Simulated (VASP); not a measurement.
A run of VASP 6.6.1:

The input INCAR:

```
SYSTEM = TiO2
  ALGO = Normal
  EDIFF = 1E-6
  EDIFFG = -0.005
  ENCUT = 600
  GGA = PE
  IBRION = 2
  ISIF = 3
  ISMEAR = -1
  LASPH = .True.
  LCHARG = .False.
  LREAL = .False.
  LWAVE = .False.
  NELM = 60
  NSW = 80
  PREC = Accurate
  SIGMA = 0.02
```

The input KPOINTS:

```
k-points
0
Gamma
  6 6 8
  0 0 0
```

The input POSCAR:

```
TiO2
1.0
    4.5922000000      0.0000000000      0.0000000000
    0.0000000000      4.5922000000      0.0000000000
    0.0000000000      0.0000000000      2.9574000000
Ti O
2 4
Direct
    0.0000000000      0.0000000000      0.0000000000
    0.5000000000      0.5000000000      0.5000000000
    0.3049600000      0.3049600000      0.0000000000
    0.1950400000      0.8049600000      0.5000000000
    0.6950400000      0.6950400000      0.0000000000
    0.8049600000      0.1950400000      0.5000000000
```

Potentials or basis: VASP PAW PBE potentials, release 64 (Ti_sv, O).

Command:

```console
$ cat potpaw_PBE.64/Ti_sv/POTCAR potpaw_PBE.64/O/POTCAR > POTCAR
$ mpirun -np 1 vasp_std > vasp.out
```

Hardware: 1 thread of Intel Xeon 8259CL, with other jobs on the host.

Estimate the wall time of this run.

Wall time 7.6 min on 1 thread of Intel Xeon 8259CL, on a shared host, peak memory 0.25 GiB. Counts: scf iterations 49, k points 50, ion steps 5.
